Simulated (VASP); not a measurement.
# Mg32S33 (a cell with a defect) in VASP: single point with PBEsol

Aim: the single point of Mg32S33 (a cell with a defect) with PBEsol.

Program: VASP 6.6.1. These are calculated values, not measurements. Logs are shortened: lines on timing, memory, paths and dates and some standing lists are left out, and cuts for length are marked.

## (1) The cell of the first run

The cell holds a defect, 65 atoms: a = 10.364 Å, b = 10.364 Å, c = 10.364 Å, α = 90.00°, β = 90.00°, γ = 90.00°.

## (2) Single point, PBEsol

INCAR

```
SYSTEM = Mg32S33
PREC = Accurate
ENCUT = 520
EDIFF = 1E-6
ISMEAR = -1
SIGMA = 0.05
LREAL = Auto
LASPH = .TRUE.
NELM = 60
ALGO = Normal
ISIF = 2
LWAVE = .FALSE.
LCHARG = .TRUE.
GGA = PS
LELF = .TRUE.
LVHAR = .TRUE.
NBANDS = 169
ISYM = 0
```

KPOINTS

```
Automatic mesh
0
Gamma
  1 1 1
  0.25 0.25 0.25
```

POSCAR

```
Mg32S33
1.0
   10.3639610000      0.0000000000      0.0000000000
    0.0000000000     10.3639610000      0.0000000000
    0.0000000000      0.0000000000     10.3639610000
S Mg
33 32
Direct
    0.2505190000      0.9998200000      0.9998140000
    0.2505080000      0.9998260000      0.4998160000
    0.2505150000      0.4998260000      0.9998090000
    0.1961030000      0.4454190000      0.5579350000
    0.7505160000      0.9998320000      0.9998060000
    0.7505030000      0.9998270000      0.4998020000
    0.7505130000      0.4998370000      0.9998230000
    0.7505110000      0.4998290000      0.4998160000
    0.9989750000      0.2482940000      0.0034300000
    0.9898020000      0.2390880000      0.5014250000
    0.0014900000      0.7488420000      0.9997970000
    0.0038370000      0.7464820000      0.4997840000
    0.4995300000      0.2508030000      0.9998150000
    0.4971620000      0.2531710000      0.4998080000
    0.5020370000      0.7513500000      0.9961650000
    0.5112220000      0.7605650000      0.4981580000
    0.0011520000      0.9994250000      0.2506900000
    0.9991760000      0.9958650000      0.7508800000
    0.0028440000      0.4995830000      0.2525910000
    0.9902200000      0.4968210000      0.7598530000
    0.5018410000      0.0037970000      0.2487230000
    0.4998680000      0.0002190000      0.7489180000
    0.5107980000      0.5028520000      0.2397490000
    0.4981620000      0.5000740000      0.7470100000
    0.2502480000      0.2521560000      0.2525800000
    0.2475090000      0.2395280000      0.7598440000
    0.2535330000      0.7601250000      0.2397520000
    0.2507700000      0.7474820000      0.7470060000
    0.7501000000      0.2504630000      0.2506850000
    0.7465590000      0.2485000000      0.7508760000
    0.7544700000      0.7511470000      0.2487220000
    0.7509180000      0.7491900000      0.7489210000
    0.3049530000      0.5542560000      0.4416330000
    0.9998460000      0.9986190000      0.0006670000
    0.9960490000      0.9969820000      0.5009050000
    0.9957960000      0.4982810000      0.0017990000
    0.9808520000      0.4986380000      0.5000580000
    0.5012000000      0.0010150000      0.9989260000
    0.5049790000      0.0026710000      0.4986880000
    0.5052380000      0.5013470000      0.9977930000
    0.5201870000      0.5009840000      0.4995220000
    0.2489900000      0.2451020000      0.0017900000
    0.2493190000      0.2301690000      0.5000510000
    0.2520170000      0.7545440000      0.9977970000
    0.2516470000      0.7694860000      0.4995110000
    0.7493160000      0.2491630000      0.0006570000
    0.7476800000      0.2453670000      0.5008990000
    0.7516870000      0.7505160000      0.9989330000
    0.7533280000      0.7542970000      0.4986980000
    0.2516560000      0.0019970000      0.2454770000
    0.2493440000      0.9976370000      0.7541690000
    0.2489490000      0.4982610000      0.2284900000
    0.2520140000      0.5013440000      0.7711170000
    0.7513790000      0.0006860000      0.2492550000
    0.7496230000      0.9989500000      0.7503580000
    0.7526840000      0.5009640000      0.2454780000
    0.7483160000      0.4986660000      0.7541690000
    0.9987520000      0.2480960000      0.2534460000
    0.9978600000      0.2471640000      0.7517760000
    0.0047190000      0.7507930000      0.2486950000
    0.9995830000      0.7456220000      0.7508900000
    0.5014520000      0.2540490000      0.2487240000
    0.4963100000      0.2488800000      0.7509130000
    0.5031800000      0.7525080000      0.2478300000
    0.5022750000      0.7515740000      0.7461570000
```

Potentials or basis: VASP PAW PBE potentials, release 64 (S, Mg).

Command:

```sh
> cat potpaw_PBE.64/S/POTCAR potpaw_PBE.64/Mg/POTCAR > POTCAR
> mpirun -np 1 vasp_std > vasp.out
```

OUTCAR:

```text
SYSTEM = Mg32S33
   PREC = Accurate
   ENCUT = 520
   EDIFF = 1E-6
   ISMEAR = -1
   LREAL = Auto
   LASPH = .TRUE.
   NELM = 60
   ISIF = 2
   GGA = PS
   ISYM = 0

 ion  position               nearest neighbor table
   1  0.251  1.000  1.000-  44 2.54  42 2.54  51 2.55  50 2.55  34 2.60  38 2.60
   2  0.251  1.000  0.500-  45 2.39  43 2.39  50 2.64  51 2.64  35 2.64  39 2.64
   3  0.251  0.500  1.000-  52 2.37  53 2.37  44 2.64  36 2.64  40 2.64  42 2.64
   4  0.196  0.445  0.558-  33 2.00  53 2.36  37 2.38  43 2.38
   5  0.751  1.000  1.000-  48 2.58  38 2.58  34 2.58  46 2.58  55 2.59  54 2.59
   6  0.751  1.000  0.500-  39 2.54  49 2.54  47 2.54  35 2.55  54 2.60  55 2.60
   7  0.751  0.500  1.000-  40 2.54  36 2.54  57 2.55  56 2.55  46 2.60  48 2.60
   8  0.751  0.500  0.500-  41 2.39  37 2.39  56 2.64  57 2.64  47 2.64  49 2.64
   9  0.999  0.248  0.003-  46 2.59  34 2.59  36 2.59  58 2.59  42 2.59  59 2.61
  10  0.990  0.239  0.501-  35 2.51  47 2.51  58 2.57  59 2.60  43 2.69  37 2.69
[... 20 lines left out ...]
  31  0.754  0.751  0.249-  54 2.59  48 2.59  49 2.59  56 2.59  60 2.59  64 2.60
  32  0.751  0.749  0.749-  65 2.58  61 2.58  55 2.59  48 2.59  49 2.59  57 2.60
  33  0.305  0.554  0.442-   4 2.00  52 2.36  41 2.38  45 2.38
  34  1.000  0.999  0.001-   5 2.58   9 2.59  11 2.59  18 2.59  17 2.59   1 2.60  42 3.63  60 3.63
                            51 3.63  48 3.64  44 3.64  50 3.64  54 3.64  59 3.65
  35  0.996  0.997  0.501-  10 2.51   6 2.55  18 2.59  17 2.59  12 2.60   2 2.64  45 3.55  49 3.56
                            43 3.57  55 3.63  54 3.64  47 3.64  60 3.65  58 3.65
  36  0.996  0.498  0.002-  20 2.51   7 2.54   9 2.59  11 2.60  19 2.60   3 2.64  52 3.52  56 3.57
                            53 3.57  57 3.63  46 3.63  48 3.64  61 3.65
  37  0.981  0.499  0.500-   4 2.38   8 2.39  19 2.57  12 2.58  10 2.69  20 2.69  56 3.54  49 3.55
                            47 3.57  57 3.57  58 3.65  61 3.65
  38  0.501  0.001  0.999-   5 2.58  15 2.59  13 2.59  21 2.59  22 2.59   1 2.60  44 3.63  63 3.63
                            50 3.64  46 3.64  42 3.64  51 3.64  55 3.64  64 3.65
  39  0.505  0.003  0.499-  16 2.51   6 2.54  21 2.59  22 2.59  14 2.60   2 2.64  43 3.55  47 3.56
                            45 3.57  54 3.63  55 3.64  49 3.64  65 3.65  63 3.65
  40  0.505  0.501  0.998-  23 2.51   7 2.54  15 2.59  13 2.60  24 2.60   3 2.64  53 3.52  57 3.57
                            52 3.57  56 3.63  48 3.63  46 3.64  62 3.65
  41  0.520  0.501  0.500-  33 2.38   8 2.39  24 2.58  14 2.58  16 2.69  23 2.69  57 3.54  47 3.55
                            49 3.57  56 3.57  65 3.65  62 3.65
  42  0.249  0.245  0.002-  26 2.51   1 2.54   9 2.59  13 2.60  25 2.60   3 2.64  52 3.52  50 3.57
[... 33 lines left out ...]
  59  0.998  0.247  0.752-  26 2.59  20 2.59  10 2.60  18 2.60  30 2.60   9 2.61  55 3.64  46 3.65
                            34 3.65
  60  0.005  0.751  0.249-  17 2.58  11 2.58  27 2.58  31 2.59  12 2.60  19 2.60  34 3.63  52 3.65
                            50 3.65  44 3.65  45 3.65  35 3.65
  61  1.000  0.746  0.751-  32 2.58  11 2.58  20 2.58  18 2.59  12 2.60  28 2.60  48 3.63  53 3.65
                            57 3.65  36 3.65  37 3.65  49 3.65
  62  0.501  0.254  0.249-  29 2.58  13 2.58  23 2.58  21 2.59  14 2.60  25 2.60  46 3.63  52 3.65
                            56 3.65  40 3.65  41 3.65  47 3.65
  63  0.496  0.249  0.751-  22 2.58  13 2.58  26 2.58  30 2.59  14 2.60  24 2.60  38 3.63  53 3.65
                            42 3.65  51 3.65  43 3.65  39 3.65
  64  0.503  0.753  0.248-  27 2.59  23 2.59  16 2.60  21 2.60  31 2.60  15 2.61  54 3.64  48 3.65
                            38 3.65
  65  0.502  0.752  0.746-  16 2.57  32 2.58  22 2.58  15 2.59  24 2.61  28 2.61  55 3.63  41 3.65
                            45 3.65  49 3.65  39 3.65

IMPORTANT INFORMATION: All symmetrisations will be switched off!
NOSYMM: (Re-)initialisation of all symmetry stuff for point group C_1.

----------------------------------------------------------------------------------------

                                     Primitive cell

  volume of cell :    1113.2105

  direct lattice vectors                    reciprocal lattice vectors
    10.363961000  0.000000000  0.000000000     0.096488206  0.000000000  0.000000000
     0.000000000 10.363961000  0.000000000     0.000000000  0.096488206  0.000000000
     0.000000000  0.000000000 10.363961000     0.000000000  0.000000000  0.096488206

  length of vectors
    10.363961000 10.363961000 10.363961000     0.096488206  0.096488206  0.096488206

  position of ions in fractional coordinates (direct lattice)
     0.250519000  0.999820000  0.999814000
     0.250508000  0.999826000  0.499816000
     0.250515000  0.499826000  0.999809000
     0.196103000  0.445419000  0.557935000
     0.750516000  0.999832000  0.999806000
[... 156 lines left out ...]
            Coordinates               Weight
  0.250000  0.250000  0.250000      2.000000
 -0.250000  0.250000  0.250000      2.000000
 -0.250000 -0.250000  0.250000      2.000000
  0.250000 -0.250000  0.250000      2.000000
   k-points           NKPTS =      4   k-points in BZ     NKDIM =      4   number of bands    NBANDS=    169
   number of dos      NEDOS =    301   number of ions     NIONS =     65
   total plane-waves  NPLWV = 512000
   dimension x,y,z NGX =    80 NGY =   80 NGZ =   80
   dimension x,y,z NGXF=   160 NGYF=  160 NGZF=  160
   ions per type =              33  32
   NGX,Y,Z   is equivalent  to a cutoff of  12.83, 12.83, 12.83 a.u.
   NGXF,Y,Z  is equivalent  to a cutoff of  25.67, 25.67, 25.67 a.u.
 SYSTEM =  Mg32S33
   PREC   = accura    normal or accurate (medium, high low for compatibility)
   ISTART =      0    job   : 0-new  1-cont  2-samecut
   ICHARG =      2    charge: 1-file 2-atom 10-const
   ISPIN  =      1    spin polarized calculation?
   LNONCOLLINEAR =      F non collinear calculations
   LSORBIT =      F    spin-orbit coupling
   LASPH  =      T    aspherical Exc in radial PAW
   ENCUT  =  520.0 eV  38.22 Ry    6.18 a.u.  19.27 19.27 19.27*2*pi/ulx,y,z
   NELM   =     60;   NELMIN=  2; NELMDL= -5     # of ELM steps
   EDIFF  = 0.1E-05   stopping-criterion for ELM
   LREAL  =      T    real-space projection
   EDIFFG = 0.1E-04   stopping-criterion for IOM
   NSW    =      0    number of steps for IOM
   IBRION =     -1    ionic relax: 0-MD 1-quasi-New 2-CG
   NFREE  =      0    steps in history (QN), initial steepest desc. (CG)
   ISIF   =      2    stress and relaxation
   ISYM   =      0    0-nonsym 1-usesym 2-fastsym
   POTIM  = 0.5000    time-step for ionic-motion
   TEBEG  =    0.0;   TEEND  =   0.0 temperature during run
   PSTRESS=    0.0 pullay stress
   NELECT =     262.0000    total number of electrons
   NUPDOWN=      -1.0000    fix difference up-down
   EMIN   =  10.00;   EMAX   =-10.00  energy-range for DOS
   EFERMI =   0.00;   METHOD = LEGACY
   ISMEAR =    -1;   SIGMA  =   0.05  broadening in eV -4-tet -1-fermi 0-gaus
   EFERMI_NEDOS =   21; number of points for ismear=-14 and -15
   IALGO  =     38    algorithm
   IMIX   =      4    mixing-type and parameters
     AMIX     =   0.40;   BMIX     =  1.00
     AMIX_MAG =   1.60;   BMIX_MAG =  1.00
  volume/ion in A,a.u.               =      17.13       115.57
  Fermi-wavevector in a.u.,A,eV,Ry     =   1.010763  1.910066 13.900291  1.021643
  Thomas-Fermi vector in A             =   2.143772
   LORBIT       =      0    0 simple, 1 ext, 2 COOP (PROOUT), +10 PAW based schemes
   GGA     = PS    functional components
   LHFCALC =     F    Hartree Fock is set to
   AEXX    =    0.0000 exact exchange contribution
   IVDW    =     0    specifies the selected vdW correction
   LEPSILON=     F    determine dielectric tensor
   LRPA    =     F    only Hartree local field effects (RPA)
 non-spin polarized calculation
  energy-cutoff  :      520.00
  volume of cell :     1113.21
 maximum number of plane-waves:     30028
 NGX is ok and might be reduce to    80
   NGX = 39   NGY = 39   NGZ = 39

 number of electron     261.9999995 magnetization

 Free energy of the ion-electron system (eV)
  ---------------------------------------------------
  ext. energy  EPLUGINS =         0.00000000
  ---------------------------------------------------
  free energy    TOTEN  =      -292.33794600 eV

  energy without entropy =     -292.33794600  energy(sigma->0) =     -292.33794600

 E-fermi :   5.4759     XC(G=0):  -9.9549

 val. band max:        4.2991022870   @ k =  -0.2500  -0.2500   0.2500
 cond. band min:       7.2112669607   @ k =  -0.2500  -0.2500   0.2500
 fundamental gap:      2.9121646737
 Fermi energy:         5.4759394774

 k-point     1 :       0.2500    0.2500    0.2500
  band No.  band energies     occupation
      1     -10.7946      2.00000
      2      -8.6693      2.00000
      3      -8.3876      2.00000
      4      -8.3634      2.00000
      5      -8.2308      2.00000
      6      -8.0349      2.00000
[... 573 lines left out ...]
    142       8.5615      0.00000
    143       8.5684      0.00000
 [bands above 143 left out]

------------------------ aborting loop because EDIFF is reached ----------------------------------------

  FORCE on cell =-STRESS in cart. coord.  units (eV):
  Direction    XX          YY          ZZ          XY          YZ          ZX
  --------------------------------------------------------------------------------------
  -------------------------------------------------------------------------------------
  Total       14.6514049     14.6613897     15.4857471      4.0124149     -3.7201773     -3.7126808
  in kB       21.0868906     21.1012610     22.2877093      5.7748287     -5.3542286     -5.3434393
  external PRESSURE =      21.4919536 kB  Pullay stress =       0.0000000 kB

 VOLUME and BASIS-vectors are now :
 -----------------------------------------------------------------------------
  energy-cutoff  :      520.00
  volume of cell :     1113.21
      direct lattice vectors                 reciprocal lattice vectors
    10.363961000  0.000000000  0.000000000     0.096488206  0.000000000  0.000000000
     0.000000000 10.363961000  0.000000000     0.000000000  0.096488206  0.000000000
     0.000000000  0.000000000 10.363961000     0.000000000  0.000000000  0.096488206

 POSITION                                       TOTAL-FORCE (eV/Angst)
 -----------------------------------------------------------------------------------
      2.59637     10.36210     10.36203         0.002722     -0.000718     -0.001568
      2.59626     10.36216      5.18007         0.003047     -0.000918     -0.001281
      2.59633      5.18018     10.36198         0.002858     -0.001066     -0.001894
      2.03240      4.61631      5.78242         0.017802      0.018589     -0.167133
      7.77832     10.36222     10.36195         0.003062     -0.000654     -0.001163
      7.77818     10.36217      5.17993         0.004019     -0.000422     -0.000903
[... 57 lines left out ...]
      5.21494      7.79896      2.56850         0.000902      0.001484     -0.004896
      5.20556      7.78928      7.73314        -0.002302     -0.000673      0.004688
 -----------------------------------------------------------------------------------
    total drift:                                0.027920      0.001034     -0.014804

  FREE ENERGIE OF THE ION-ELECTRON SYSTEM (eV)
  ---------------------------------------------------
  free  energy   TOTEN  =      -292.3379459997 eV

  energy  without entropy=     -292.3379459997  energy(sigma->0) =     -292.33794600
```

It took 17 min on 1 thread of Intel Xeon Platinum 8375C at 2.90GHz (Ice Lake), shared host; peak memory 1.2 GiB.

Results:

* Free energy: -292.3379 eV
* Pressure: 2.1 GPa
* Largest force: 0.170 eV/Å
* Band gap on the k mesh: 2.91 eV

Forces in eV/Å, atoms in the order of the input:
```
S    0.003 -0.001 -0.002
S    0.003 -0.001 -0.001
S    0.003 -0.001 -0.002
S    0.018  0.019 -0.167
S    0.003 -0.001 -0.001
S    0.004  0.000 -0.001
S    0.004 -0.001 -0.002
S    0.004 -0.001 -0.001
S    0.003  0.003  0.004
S    0.024  0.027  0.022
S    0.005 -0.007  0.000
S   -0.005  0.005  0.001
S   -0.010  0.010 -0.001
S    0.004 -0.003  0.000
S   -0.003 -0.004 -0.004
S   -0.025 -0.026 -0.020
S    0.009  0.002 -0.014
S    0.003  0.004  0.008
S   -0.001 -0.005 -0.009
S    0.001  0.014  0.025
S   -0.003 -0.005 -0.008
S   -0.010 -0.001  0.014
S    0.001 -0.015 -0.026
S    0.001  0.005  0.009
S   -0.005 -0.002 -0.008
S    0.015  0.001  0.025
S   -0.016 -0.001 -0.026
S    0.004  0.001  0.008
S    0.003  0.012 -0.012
S    0.004  0.002  0.008
S   -0.005 -0.003 -0.008
S   -0.002 -0.010  0.015
S   -0.020 -0.020  0.168
Mg   0.002  0.003  0.001
Mg   0.002 -0.005  0.001
Mg  -0.008  0.005 -0.002
Mg  -0.005  0.008  0.005
Mg  -0.005 -0.001  0.000
Mg  -0.003  0.004  0.000
Mg   0.008 -0.003  0.003
Mg   0.004 -0.007 -0.004
Mg   0.003 -0.008 -0.002
Mg   0.008 -0.005  0.005
Mg  -0.003  0.008  0.002
Mg  -0.008  0.004 -0.003
Mg   0.001  0.004  0.001
Mg  -0.005  0.002  0.001
Mg  -0.002 -0.004  0.000
Mg   0.004 -0.003  0.000
Mg   0.000 -0.004 -0.003
Mg  -0.001  0.005  0.002
Mg   0.004  0.005 -0.002
Mg  -0.003 -0.003  0.003
Mg   0.000  0.001  0.003
Mg  -0.001  0.000 -0.003
Mg  -0.006  0.001 -0.003
Mg   0.005  0.000  0.002
Mg   0.000  0.000 -0.005
Mg  -0.003 -0.002  0.005
Mg   0.002  0.003  0.004
Mg  -0.005 -0.003 -0.003
Mg   0.003  0.003  0.003
Mg  -0.003 -0.004 -0.004
Mg   0.001  0.001 -0.005
Mg  -0.002 -0.001  0.005
```

Stress tensor (GPa, compression positive):
```
 2.11  0.58 -0.53
 0.58  2.11 -0.54
-0.53 -0.54  2.23
```

Caveat: the k points lie up to 0.61 Å⁻¹ apart; the PAW data sets were made with another functional, which shifts forces and pressure a little.
